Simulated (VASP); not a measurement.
# BeS (F-43m) in VASP: further runs, part 2 of 2

VASP 6.6.1.

### Step 6. Relaxation of cell and atoms, r2SCAN, target pressure 15 GPa, at which the enthalpy is minimised

POSCAR

```
BeS
1.0
    0.0000000000      2.4342241204      2.4342241204
    2.4342241204      0.0000000000      2.4342241204
    2.4342241204      2.4342241204      0.0000000000
Be S
1 1
Direct
    0.0000000000      0.0000000000      0.0000000000
    0.7500000000      0.7500000000      0.7500000000
```

INCAR.step1

```
  PREC = Accurate
  ENCUT = 600
  ISMEAR = 0
  SIGMA = 0.01
  LREAL = False
  LASPH = True
  NELM = 80
  GGA = PE
  ALGO = Normal
  EDIFF = 1E-4
  LWAVE = True
  LCHARG = False
```

INCAR.step2

```
  PREC = Accurate
  ENCUT = 600
  EDIFF = 1E-6
  ISMEAR = 0
  SIGMA = 0.01
  LREAL = False
  LASPH = True
  NELM = 80
  ALGO = Normal
  ISIF = 3
  LWAVE = False
  LCHARG = False
  METAGGA = R2SCAN
  LMIXTAU = True
  IBRION = 2
  NSW = 100
  EDIFFG = -0.002
  PSTRESS = 150.0
  ISTART = 1
```

KPOINTS

```
Automatic mesh
0
Gamma
  8 8 8
```

Potentials or basis: VASP PAW PBE potentials, release 64 (Be, S).

Launch:

```sh
$ cat potpaw_PBE.64/Be/POTCAR potpaw_PBE.64/S/POTCAR > POTCAR
$ cp INCAR.step1 INCAR
$ mpirun -np 1 vasp_std > vasp.out
$ cp INCAR.step2 INCAR
$ mpirun -np 1 vasp_std > vasp.out
```

OUTCAR:

```text
PREC = Accurate
   ENCUT = 600
   EDIFF = 1E-6
   ISMEAR = 0
   LREAL = False
   LASPH = True
   NELM = 80
   ISIF = 3
   METAGGA = R2SCAN
   IBRION = 2
   NSW = 100
   EDIFFG = -0.002
   PSTRESS = 150.0
   ISTART = 1

 ion  position               nearest neighbor table
   1  0.000  0.000  0.000-   2 2.11   2 2.11   2 2.11   2 2.11
   2  0.750  0.750  0.750-   1 2.11   1 2.11   1 2.11   1 2.11

  LATTYP: Found a face centered cubic cell.
 ALAT       =     4.8684482408

  Lattice vectors:

 A1 = (   0.0000000000,   2.4342241204,   2.4342241204)
 A2 = (   2.4342241204,   0.0000000000,   2.4342241204)
 A3 = (   2.4342241204,   2.4342241204,   0.0000000000)

Analysis of symmetry for initial positions (statically):
=====================================================================
 Subroutine PRICEL returns:
 Original cell was already a primitive cell.

 Routine SETGRP: Setting up the symmetry group for a
 face centered cubic supercell.

 Subroutine GETGRP returns: Found 24 space group operations
 (whereof 24 operations were pure point group operations)
 out of a pool of 48 trial point group operations.

The static configuration has the point symmetry T_d .

Analysis of symmetry for dynamics (positions and initial velocities):
=====================================================================
 Subroutine PRICEL returns:
 Original cell was already a primitive cell.

 Routine SETGRP: Setting up the symmetry group for a
 face centered cubic supercell.

 Subroutine GETGRP returns: Found 24 space group operations
 (whereof 24 operations were pure point group operations)
 out of a pool of 48 trial point group operations.

The dynamic configuration has the point symmetry T_d .

 Subroutine INISYM returns: Found 24 space group operations
 (whereof 24 operations are pure point group operations),
 and found     1 'primitive' translations

----------------------------------------------------------------------------------------

                                     Primitive cell

  volume of cell :      28.8477

  direct lattice vectors                    reciprocal lattice vectors
     0.000000000  2.434224120  2.434224120    -0.205404258  0.205404258  0.205404258
     2.434224120  0.000000000  2.434224120     0.205404258 -0.205404258  0.205404258
     2.434224120  2.434224120  0.000000000     0.205404258  0.205404258 -0.205404258

  length of vectors
     3.442512765  3.442512765  3.442512765     0.355770611  0.355770611  0.355770611

  position of ions in fractional coordinates (direct lattice)
     0.000000000  0.000000000  0.000000000
     0.750000000  0.750000000  0.750000000

  ion indices of the primitive-cell ions
   primitive index   ion index
                 1           1
                 2           2

----------------------------------------------------------------------------------------

 KPOINTS: Automatic mesh

Automatic generation of k-mesh.
 Grid dimensions read from file:
 generate k-points for:    8    8    8

 Generating k-lattice:

  Cartesian coordinates                     Fractional coordinates (reciprocal lattice)
[... 21 lines left out ...]
  0.500000  0.000000  0.000000      4.000000
  0.125000  0.125000  0.000000      6.000000
[... 16 lines left out ...]
  0.500000  0.250000  0.125000     48.000000
 -0.375000  0.250000  0.125000     24.000000
 [... further k-points ...]
   k-points           NKPTS =     29   k-points in BZ     NKDIM =     29   number of bands    NBANDS=      8
   number of dos      NEDOS =    301   number of ions     NIONS =      2
   total plane-waves  NPLWV =  21952
   dimension x,y,z NGX =    28 NGY =   28 NGZ =   28
   dimension x,y,z NGXF=    56 NGYF=   56 NGZF=   56
   ions per type =               1   1
   NGX,Y,Z   is equivalent  to a cutoff of  13.52, 13.52, 13.52 a.u.
   NGXF,Y,Z  is equivalent  to a cutoff of  27.04, 27.04, 27.04 a.u.
 SYSTEM =  unknown system
   PREC   = accura    normal or accurate (medium, high low for compatibility)
   ISTART =      1    job   : 0-new  1-cont  2-samecut
   ICHARG =      0    charge: 1-file 2-atom 10-const
   ISPIN  =      1    spin polarized calculation?
   LNONCOLLINEAR =      F non collinear calculations
   LSORBIT =      F    spin-orbit coupling
   LASPH  =      T    aspherical Exc in radial PAW
   ENCUT  =  600.0 eV  44.10 Ry    6.64 a.u.   6.88  6.88  6.88*2*pi/ulx,y,z
   NELM   =     80;   NELMIN=  2; NELMDL=  0     # of ELM steps
   EDIFF  = 0.1E-05   stopping-criterion for ELM
   LREAL  =      F    real-space projection
   EDIFFG = -.2E-02   stopping-criterion for IOM
   NSW    =    100    number of steps for IOM
   IBRION =      2    ionic relax: 0-MD 1-quasi-New 2-CG
   NFREE  =      1    steps in history (QN), initial steepest desc. (CG)
   ISIF   =      3    stress and relaxation
   ISYM   =      2    0-nonsym 1-usesym 2-fastsym
   POTIM  = 0.5000    time-step for ionic-motion
   TEBEG  =    0.0;   TEEND  =   0.0 temperature during run
   PSTRESS=  150.0 pullay stress
   NELECT =       8.0000    total number of electrons
   NUPDOWN=      -1.0000    fix difference up-down
   EMIN   =  10.00;   EMAX   =-10.00  energy-range for DOS
   EFERMI =   0.00;   METHOD = LEGACY
   ISMEAR =     0;   SIGMA  =   0.01  broadening in eV -4-tet -1-fermi 0-gaus
   EFERMI_NEDOS =   21; number of points for ismear=-14 and -15
   IALGO  =     38    algorithm
   IMIX   =      4    mixing-type and parameters
     AMIX     =   0.40;   BMIX     =  1.00
     AMIX_MAG =   1.60;   BMIX_MAG =  1.00
  volume/ion in A,a.u.               =      14.42        97.34
  Fermi-wavevector in a.u.,A,eV,Ry     =   1.067581  2.017436 15.506964  1.139730
  Thomas-Fermi vector in A             =   2.203202
   LORBIT       =      0    0 simple, 1 ext, 2 COOP (PROOUT), +10 PAW based schemes
   METAGGA = R2SCAN    functional components
   LHFCALC =     F    Hartree Fock is set to
   AEXX    =    0.0000 exact exchange contribution
   IVDW    =     0    specifies the selected vdW correction
   LEPSILON=     F    determine dielectric tensor
   LRPA    =     F    only Hartree local field effects (RPA)
 conjugate gradient relaxation of ions
 non-spin polarized calculation
 Gauss-broadening in eV      SIGMA  =   0.01
  energy-cutoff  :      600.00
  volume of cell :       28.85
 maximum number of plane-waves:       982
   NGX = 13   NGY = 13   NGZ = 13

--------------------------------------- Ionic step        1  -------------------------------------------

 number of electron       7.9999999 magnetization

 Free energy of the ion-electron system (eV)
  ---------------------------------------------------
  ext. energy  EPLUGINS =         0.00000000
  ---------------------------------------------------
  free energy    TOTEN  =       -14.78686378 eV

  energy without entropy =      -14.78686378  energy(sigma->0) =      -14.78686378

------------------------ aborting loop because EDIFF is reached ----------------------------------------

  FORCE on cell =-STRESS in cart. coord.  units (eV):
  Direction    XX          YY          ZZ          XY          YZ          ZX
  --------------------------------------------------------------------------------------
  -------------------------------------------------------------------------------------
  Total        0.0558701      0.0558701      0.0558701      0.0000000     -0.0000000      0.0000000
  in kB        3.1029775      3.1029775      3.1029775      0.0000000     -0.0000000      0.0000000
  external PRESSURE =    -146.8970225 kB  Pullay stress =     150.0000000 kB
[... 177 lines left out ...]
--------------------------------------- Ionic step        6  -------------------------------------------

 number of electron       7.9999999 magnetization

 Free energy of the ion-electron system (eV)
  ---------------------------------------------------
  ext. energy  EPLUGINS =         0.00000000
  ---------------------------------------------------
  free energy    TOTEN  =       -14.64416331 eV

  energy without entropy =      -14.64416331  energy(sigma->0) =      -14.64416331

 E-fermi :   5.2360     XC(G=0): -10.6666

 val. band max:        5.1700398544   @ k =   0.0000   0.0000   0.0000
 cond. band min:       8.4668500920   @ k =   0.5000   0.5000   0.0000
 fundamental gap:      3.2968102376
 Fermi energy:         5.2359759076

 k-point     1 :       0.0000    0.0000    0.0000
  band No.  band energies     occupation
      1      -9.9426      2.00000
      2       5.1700      2.00000
      3       5.1700      2.00000
      4       5.1700      2.00000
      5      11.3292      0.00000
      6      11.3292      0.00000
      7      11.3292      0.00000
      8      12.8842      0.00000
[... 243 lines left out ...]
 k-point    24 :      -0.3750    0.2500    0.1250
  band No.  band energies     occupation
      1      -7.5876      2.00000
      2      -0.9513      2.00000
      3       1.9401      2.00000
      4       2.9762      2.00000
      5      11.7246      0.00000
      6      12.6154      0.00000
      7      15.5321      0.00000
      8      16.9058      0.00000

 [... further k-points ...]
[... 5 lines left out ...]
  --------------------------------------------------------------------------------------
  -------------------------------------------------------------------------------------
  Total        2.3935271      2.3935271      2.3935271     -0.0000000      0.0000000     -0.0000000
  in kB      149.9259510    149.9259510    149.9259510     -0.0000000      0.0000000     -0.0000000
  external PRESSURE =      -0.0740490 kB  Pullay stress =     150.0000000 kB
[... 21 lines left out ...]
  energy  without entropy=      -14.6441633116  energy(sigma->0) =      -14.64416331

  enthalpy is  TOTEN    =       -12.2494540490 eV   P V=        2.3947092626

 reached required accuracy - stopping structural energy minimisation
```

Wall time 2.4 min (1 thread of Intel Xeon 6975P-C (Granite Rapids), shared host); peak memory 0.16 GiB.

Results:

```
Free energy                                            : -14.6442 eV
Relaxed volume                                         : 12.79 Å³/atom
Relaxed cell                                           : a = 3.307 Å, b = 3.307 Å, c = 3.307 Å, α = 60.00°, β = 60.00°, γ = 60.00°
Space group after relaxing (to 0.05 Å)                 : F-43m (No. 216)
Energy change on relaxing (the enthalpy is what falls) : +71.4 meV/atom
Ionic steps                                            : 6
Pressure after relaxing                                : 15.0 GPa
Band gap on the k mesh                                 : 3.30 eV, indirect (least direct gap 6.16 eV)
```

Step by step:
```tsv
step	energy change (eV)	largest force (eV/Å)	pressure (GPa)	volume (Å³)
1	0.0000	0.0000	0.31	28.85
2	0.3948	0.0000	28.09	23.67
3	0.1413	0.0000	14.91	25.59
4	0.1471	0.0000	15.26	25.53
5	0.1404	0.0000	14.86	25.60
6	0.1427	0.0000	14.99	25.58
```

Final structure:
```
Be S
1.0
     0.00000    2.33855    2.33855
     2.33855    0.00000    2.33855
     2.33855    2.33855    0.00000
Be S
1 1
Cartesian
  4.6771 4.6771 4.6771
  3.5078 3.5078 3.5078
```

Caveat: the cell is relaxed towards a set pressure, so the enthalpy falls and the energy may rise; the PAW data sets were made with another functional, which shifts forces and pressure a little. A k mesh can miss the band edges.

### Step 7. Overview

| cell | gap on the mesh (eV) | pressure (GPa) |
| --- | --- | --- |
| relaxed to 2 GPa | 3.56 | 2.0 |
| relaxed to 4 GPa | 3.52 | 4.0 |
| relaxed to 7 GPa | 3.45 | 7.0 |
| relaxed to 10 GPa | 3.39 | 10.0 |
| relaxed to 15 GPa | 3.30 | 15.0 |

Alike in all rows: task relaxation of cell and atoms; level r2SCAN; potentials or basis VASP PAW PBE potentials, release 64 (Be, S); no spin polarisation; k mesh 8 × 8 × 8; cutoff (eV) 600; smearing gaussian 0.01 eV.

Caveats: the cell is relaxed towards a set pressure, so the enthalpy falls and the energy may rise; the PAW data sets were made with another functional, which shifts forces and pressure a little.

Total energies depend on the potentials used, so only differences within one code and one set of settings carry meaning.
